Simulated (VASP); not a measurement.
A run of VASP 6.6.1:

INCAR

```
PREC = Accurate
ENCUT = 520
EDIFF = 1E-6
ISMEAR = -1
SIGMA = 0.05
LREAL = False
LASPH = True
NELM = 80
ALGO = Normal
ISIF = 2
LWAVE = False
LCHARG = True
GGA = PE
LELF = True
LVHAR = True
NBANDS = 31
```

File KPOINTS:

```
Automatic mesh
0
Gamma
  3 3 2
```

POSCAR

```
HPbNO4
1.0
    3.8570700000      0.0017800000     -0.0365800000
    0.1735300000      4.3343600000     -0.0164700000
    0.7580300000      0.8387300000      5.8766200000
H Pb N O
1 1 1 4
Direct
    0.6015057618      0.8821800907      0.2034542963
    0.6469638119      0.4459745682      0.9166264175
    0.7134173728      0.2403703014      0.4986976708
    0.1662993127      0.4766057365      0.7778392895
    0.6263714699      0.9723705942      0.5010275655
    0.5636618460      0.9253945711      0.0366094794
    0.7760412134      0.4202705871      0.3228805749
```

Potentials or basis: VASP PAW PBE potentials, release 64 (H, Pb_d, N, O).

Command:

```console
$ cat potpaw_PBE.64/H/POTCAR potpaw_PBE.64/Pb_d/POTCAR potpaw_PBE.64/N/POTCAR potpaw_PBE.64/O/POTCAR > POTCAR
$ mpirun -np 1 vasp_std > vasp.out
```

Hardware: 1 thread of Intel Xeon 8259CL, with other jobs on the host.

Question: How long does it take, and how much memory?

Answer: Wall time 78 s on 1 thread of Intel Xeon 8259CL, on a shared host, peak memory 0.22 GiB. Counts: scf iterations 16, k points 10.
